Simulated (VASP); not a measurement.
# LiF in VASP: notebook

Runs on LiF. Level: PBE. Tasks: G0W0 quasiparticle levels.

Program: VASP 6.6.1. These are calculated values, not measurements. Logs are shortened: lines on timing, memory, paths and dates and some standing lists are left out, and cuts for length are marked.

### Step 1. The cell of the first run

Symmetry: I-4m2, No. 119, tetragonal system. The conventional cell has a = 3.033 Å, b = 3.033 Å, c = 4.461 Å, α = 90.00°, β = 90.00°, γ = 90.00°. Li (site symmetry -4m2) has 4 F at 1.88 Å within 2.5 Å. F (site symmetry -4m2) has 4 Li at 1.88 Å within 2.5 Å.

### Step 2. G0W0 quasiparticle levels, PBE

File POSCAR:

```
LiF
1.0
    0.0000000000      2.1446105472      2.1446105472
    2.2303949691      0.0000000000      2.1446105472
    2.2303949691      2.1446105472      0.0000000000
Li F
1 1
Direct
    0.0000000000      0.0000000000      0.0000000000
    0.2500000000      0.2500000000      0.2500000000
```

File INCAR.step1:

```
SYSTEM = LiF
ALGO     = Normal         ! electronic algorithm
EDIFF    = 1E-8           ! SCF threshold, eV
ENCUT    = 500            ! plane-wave cutoff, eV
GGA      = PE             ! functional
ISMEAR   = 0              ! smearing method
LASPH    = .TRUE.         ! aspherical terms in the spheres
LCHARG   = .FALSE.        ! write CHGCAR
LREAL    = .FALSE.        ! projectors in reciprocal space
LWAVE    = .TRUE.         ! write WAVECAR
NELM     = 60             ! most SCF steps
PREC     = Accurate       ! precision mode
SIGMA    = 0.01           ! smearing width, eV
```

File INCAR.step2:

```
SYSTEM = LiF
ALGO     = Exact          ! electronic algorithm
EDIFF    = 1E-8           ! SCF threshold, eV
ENCUT    = 500            ! plane-wave cutoff, eV
GGA      = PE             ! functional
ISMEAR   = 0              ! smearing method
ISTART   = 1            
LASPH    = .TRUE.         ! aspherical terms in the spheres
LCHARG   = .FALSE.        ! write CHGCAR
LOPTICS  = .TRUE.         ! frequency-dependent dielectric function
LREAL    = .FALSE.        ! projectors in reciprocal space
LWAVE    = .TRUE.         ! write WAVECAR
NBANDS   = 89             ! bands
NELM     = 1              ! most SCF steps
PREC     = Accurate       ! precision mode
SIGMA    = 0.01           ! smearing width, eV
```

File INCAR.step3:

```
SYSTEM = LiF
ALGO     = EVGW0          ! electronic algorithm
EDIFF    = 1E-8           ! SCF threshold, eV
ENCUT    = 500            ! plane-wave cutoff, eV
ENCUTGW  = 150.0          ! cutoff of the response function
GGA      = PE             ! functional
ISMEAR   = 0              ! smearing method
ISTART   = 1            
LASPH    = .TRUE.         ! aspherical terms in the spheres
LCHARG   = .FALSE.        ! write CHGCAR
LREAL    = .FALSE.        ! projectors in reciprocal space
LWAVE    = .FALSE.        ! write WAVECAR
NBANDS   = 89             ! bands
NBANDSGW = 12           
NELMGW   = 1            
NOMEGA   = 96             ! frequency points
OMEGAMAX = 20           
PREC     = Accurate       ! precision mode
PRECFOCK = Fast         
SIGMA    = 0.01           ! smearing width, eV
```

File KPOINTS:

```
k-points
0
G
  6 6 6
  0 0 0
```

Potentials or basis: VASP PAW PBE potentials, release 64 (Li_GW, F_GW).

The run is started by

```console
> cat potpaw_PBE.64/Li_GW/POTCAR potpaw_PBE.64/F_GW/POTCAR > POTCAR
> cp INCAR.step1 INCAR
> mpirun -np 1 vasp_std > vasp.out
> cp INCAR.step2 INCAR
> mpirun -np 1 vasp_std > vasp.out
> cp INCAR.step3 INCAR
> mpirun -np 1 vasp_std > vasp.out
```

OUTCAR:

```text
SYSTEM = LiF
   EDIFF = 1E-8
   ENCUT = 500
   ENCUTGW = 150.0
   GGA = PE
   ISMEAR = 0
   ISTART = 1
   LASPH = .TRUE.
   LREAL = .FALSE.
   NELMGW = 1
   PREC = Accurate
   PRECFOCK = Fast

 ion  position               nearest neighbor table
   1  0.000  0.000  0.000-   2 1.88   2 1.88   2 1.88   2 1.88
   2  0.250  0.250  0.250-   1 1.88   1 1.88   1 1.88   1 1.88

  LATTYP: Found a body centered tetragonal cell.
 ALAT       =     3.0329373219
 C/A-ratio  =     1.4707821049

  Lattice vectors:

 A1 = (   2.2303949691,   0.0000000000,   2.1446105472)
 A2 = (   2.2303949691,   0.0000000000,  -2.1446105472)
 A3 = (  -2.2303949691,   2.1446105472,   0.0000000000)

Analysis of symmetry for initial positions (statically):
=====================================================================
 Subroutine PRICEL returns:
 Original cell was already a primitive cell.

 Routine SETGRP: Setting up the symmetry group for a
 body centered tetragonal supercell.

 Subroutine GETGRP returns: Found  8 space group operations
 (whereof  8 operations were pure point group operations)
 out of a pool of 16 trial point group operations.

The static configuration has the point symmetry D_2d.

Analysis of symmetry for dynamics (positions and initial velocities):
=====================================================================
 Subroutine PRICEL returns:
 Original cell was already a primitive cell.

 Routine SETGRP: Setting up the symmetry group for a
 body centered tetragonal supercell.

 Subroutine GETGRP returns: Found  8 space group operations
 (whereof  8 operations were pure point group operations)
 out of a pool of 16 trial point group operations.

The dynamic configuration has the point symmetry D_2d.

 Subroutine INISYM returns: Found  8 space group operations
 (whereof  8 operations are pure point group operations),
 and found     1 'primitive' translations

----------------------------------------------------------------------------------------

                                     Primitive cell

  volume of cell :      20.5168

  direct lattice vectors                    reciprocal lattice vectors
     0.000000000  2.144610547  2.144610547    -0.224175542  0.233142563  0.233142563
     2.230394969  0.000000000  2.144610547     0.224175542 -0.233142563  0.233142563
     2.230394969  2.144610547  0.000000000     0.224175542  0.233142563 -0.233142563

  length of vectors
     3.032937322  3.094190705  3.094190705     0.398704882  0.398704882  0.398704882

  position of ions in fractional coordinates (direct lattice)
     0.000000000  0.000000000  0.000000000
     0.250000000  0.250000000  0.250000000

  ion indices of the primitive-cell ions
   primitive index   ion index
                 1           1
                 2           2

----------------------------------------------------------------------------------------

 KPOINTS: k-points

Automatic generation of k-mesh.
 Grid dimensions read from file:
 generate k-points for:    6    6    6

 Generating k-lattice:

  Cartesian coordinates                     Fractional coordinates (reciprocal lattice)
    -0.037362590  0.038857094  0.038857094     0.166666667 -0.000000000 -0.000000000
     0.037362590 -0.038857094  0.038857094     0.000000000  0.166666667  0.000000000
     0.037362590  0.038857094 -0.038857094     0.000000000  0.000000000  0.166666667

  Length of vectors
     0.066450814  0.066450814  0.066450814

  Shift w.r.t. Gamma in fractional coordinates (k-lattice)
     0.000000000  0.000000000  0.000000000

 Subroutine IBZKPT returns following result:
 ===========================================

 Found     30 irreducible k-points:

 Following reciprocal coordinates:
            Coordinates               Weight
  0.000000  0.000000  0.000000      1.000000
  0.166667  0.000000  0.000000      8.000000
  0.333333  0.000000  0.000000      8.000000
  0.500000  0.000000  0.000000      4.000000
  0.166667  0.166667  0.000000      4.000000
  0.333333  0.166667 -0.000000     16.000000
[... 16 lines left out ...]
 -0.333333  0.500000  0.166667      4.000000
  0.333333 -0.333333  0.166667      8.000000
 [... further k-points ...]
   k-points           NKPTS =     30   k-points in BZ     NKDIM =    216   number of bands    NBANDS=     89
   number of dos      NEDOS =    301   number of ions     NIONS =      2
   total plane-waves  NPLWV =  13824
   dimension x,y,z NGX =    24 NGY =   24 NGZ =   24
   dimension x,y,z NGXF=    48 NGYF=   48 NGZF=   48
   ions per type =               1   1
   NGX,Y,Z   is equivalent  to a cutoff of  13.16, 12.89, 12.89 a.u.
   NGXF,Y,Z  is equivalent  to a cutoff of  26.31, 25.79, 25.79 a.u.
 SYSTEM =  LiF
   PREC   = accura    normal or accurate (medium, high low for compatibility)
   ISTART =      1    job   : 0-new  1-cont  2-samecut
   ICHARG =      0    charge: 1-file 2-atom 10-const
   ISPIN  =      1    spin polarized calculation?
   LNONCOLLINEAR =      F non collinear calculations
   LSORBIT =      F    spin-orbit coupling
   LASPH  =      T    aspherical Exc in radial PAW
   ENCUT  =  500.0 eV  36.75 Ry    6.06 a.u.   5.53  5.64  5.64*2*pi/ulx,y,z
   NELM   =     60;   NELMIN=  2; NELMDL=  0     # of ELM steps
   EDIFF  = 0.1E-07   stopping-criterion for ELM
   LREAL  =      F    real-space projection
   EDIFFG = 0.1E-06   stopping-criterion for IOM
   NSW    =      0    number of steps for IOM
   IBRION =     -1    ionic relax: 0-MD 1-quasi-New 2-CG
   NFREE  =      0    steps in history (QN), initial steepest desc. (CG)
   ISIF   =      0    stress and relaxation
   ISYM   =      3    0-nonsym 1-usesym 2-fastsym
   POTIM  = 0.5000    time-step for ionic-motion
   TEBEG  =    0.0;   TEEND  =   0.0 temperature during run
   PSTRESS=    0.0 pullay stress
   NELECT =       8.0000    total number of electrons
   NUPDOWN=      -1.0000    fix difference up-down
   EMIN   =  10.00;   EMAX   =-10.00  energy-range for DOS
   EFERMI =   0.00;   METHOD = LEGACY
   ISMEAR =     0;   SIGMA  =   0.01  broadening in eV -4-tet -1-fermi 0-gaus
   EFERMI_NEDOS =   21; number of points for ismear=-14 and -15
   IALGO  =     38    algorithm
   IMIX   =      4    mixing-type and parameters
     AMIX     =   0.40;   BMIX     =  1.00
     AMIX_MAG =   1.60;   BMIX_MAG =  1.00
  volume/ion in A,a.u.               =      10.26        69.23
  Fermi-wavevector in a.u.,A,eV,Ry     =   1.196011  2.260134 19.462358  1.430443
  Thomas-Fermi vector in A             =   2.331962
   LORBIT       =      0    0 simple, 1 ext, 2 COOP (PROOUT), +10 PAW based schemes
   GGA     = PE    functional components
   LHFCALC =     T    Hartree Fock is set to
   PRECFOCK=fast      Normal, Fast or Accurate (Low or Medium for compatibility)
   ENCUT4O =  -1.0   cutoff for four orbital integrals eV
   NKREDX  =     1    reduce k-point grid by
   NKREDY  =     1    reduce k-point grid by
   NKREDZ  =     1    reduce k-point grid by
   AEXX    =    1.0000 exact exchange contribution
   HFSCREEN=    0.0000 screening length (either q_TF or 0.3 A-1)
   HFSCREENC=   0.0000 screening length for correlation (either q_TF or 0.3 A-1)
   ENCUTFOCK=  -1.0 apply spherical cutoff to Coloumb kernel
   IVDW    =     0    specifies the selected vdW correction
   LEPSILON=     F    determine dielectric tensor
   LRPA    =     F    only Hartree local field effects (RPA)
   LRPAFORCE           =     F    calculate RPA forces
   ENCUTGW             = 150.0    cutoff for response function in eV
   ENCUTGWSOFT         = 120.0    soft cutoff for Coulomb kernel in GW response function in eV
   ENCUTLF             =  -1.0    cutoff for local field effects
   NELMGW              =     1    number of iterations in solving QP/BSE equation
   NELMHF              =     1    number of iterations in the inner HF iteration
   NKREDLFX            =     1    NKREDLFY  =   1   NKREDLFZ  =   1
 non-spin polarized calculation
 Gauss-broadening in eV      SIGMA  =   0.01
  energy-cutoff  :      500.00
  volume of cell :       20.52
 maximum number of plane-waves:       540
 NGX is ok and might be reduce to    24
  NGX = 14; NGY = 14; NGZ = 14
   NGX = 11   NGY = 11   NGZ = 11
 maximum number of plane-waves:        92
 NGX is ok and might be reduce to    14

 QP shifts <psi_nk| G(iteration)W_0 |psi_nk>: iteration 1
 for sc-GW calculations column KS-energies equals QP-energies in previous step
 and V_xc(KS)=  KS-energies - (<T + V_ion + V_H > + <T+V_H+V_ion>^1  + <V_x>^1)

 k-point   1 :       0.0000    0.0000    0.0000
  band No.  KS-energies  QP-energies   sigma(KS)   V_xc(KS)     V^pw_x(r,r')   Z            occupation Imag(sigma)

      1     -23.7690     -27.8177     -28.2636     -22.6500     -36.8012       0.7212       2.0000       0.8255
      2      -4.5021      -7.3494     -25.9578     -22.4458     -30.3204       0.8108       2.0000       0.0356
      3      -4.4356      -7.2642     -25.9984     -22.4992     -30.3732       0.8083       2.0000       0.0361
      4      -4.4356      -7.2642     -25.9984     -22.4992     -30.3732       0.8083       2.0000       0.0361
      5       3.2503       4.6556      -6.5763      -8.1522      -3.9756       0.8917       0.0000      -0.0329
      6      14.6981      17.0208      -4.9611      -7.5949      -1.8428       0.8819       0.0000      -0.0503
      7      14.6981      17.0208      -4.9611      -7.5949      -1.8428       0.8819       0.0000      -0.0503
      8      14.7206      17.0535      -5.0529      -7.6997      -1.9266       0.8814       0.0000      -0.0494
      9      22.5579      23.7864      -5.1276      -6.5293      -1.3331       0.8764       0.0000      -0.5138
     10      23.3797      25.2452      -5.5916      -7.6757      -2.0795       0.8951       0.0000      -0.3306
     11      23.5409      25.0684      -5.4691      -7.1317      -1.6682       0.9187       0.0000      -0.5895
     12      23.5409      25.0684      -5.4691      -7.1317      -1.6682       0.9187       0.0000      -0.5895

 k-point   2 :       0.1667    0.0000    0.0000
  band No.  KS-energies  QP-energies   sigma(KS)   V_xc(KS)     V^pw_x(r,r')   Z            occupation Imag(sigma)
[... 353 lines left out ...]
      1     -23.5068     -27.2574     -28.6944     -23.1247     -37.2341       0.6734       2.0000       0.7167
      2      -6.0007      -9.1486     -23.3869     -19.4591     -27.5209       0.8015       2.0000       0.0430
      3      -5.2360      -8.2595     -24.7215     -20.9649     -28.9903       0.8049       2.0000       0.0380
      4      -5.0393      -8.0101     -25.1082     -21.4191     -29.4148       0.8053       2.0000       0.0373
      5       7.5968       9.3268      -7.2872      -9.2609      -4.6880       0.8765       0.0000      -0.0377
      6       9.9975      11.8961      -6.6229      -8.7876      -3.6870       0.8770       0.0000      -0.0432
      7      13.1575      15.2695      -6.7636      -9.2189      -3.6080       0.8602       0.0000      -0.0612
      8      15.1898      17.4802      -7.4795     -10.1893      -4.1622       0.8452       0.0000      -0.0944
      9      17.7252      20.0235      -5.4122      -8.0487      -2.0456       0.8717       0.0000      -0.1146
     10      22.7905      24.7521      -5.8171      -8.0446      -2.1597       0.8806       0.0000      -0.3202
     11      24.7856      27.3363      -6.4463      -9.4209      -2.6897       0.8575       0.0000      -0.4335
     12      28.7239      31.2767      -6.5870      -9.5372      -2.9457       0.8653       0.0000      -0.5818

 [... further k-points ...]
```

It took 5.9 min on 1 thread of AMD EPYC 9R45 (Zen 5), shared host; peak memory 0.41 GiB.

What came out:

```
Quasiparticle gap                                   : 11.92 eV
Least direct quasiparticle gap                      : 11.92 eV
Band gap of the starting levels on the mesh         : 7.69 eV
Least direct gap of the starting levels on the mesh : 7.69 eV
```

Caveat: the k points lie up to 0.42 Å⁻¹ apart; bands, screening cutoff and mesh are small and nothing is extrapolated, so the quasiparticle values aren't converged; the structure was generated, so it needn't be the stable form of LiF.

(Part 1 of 2 ends here.)
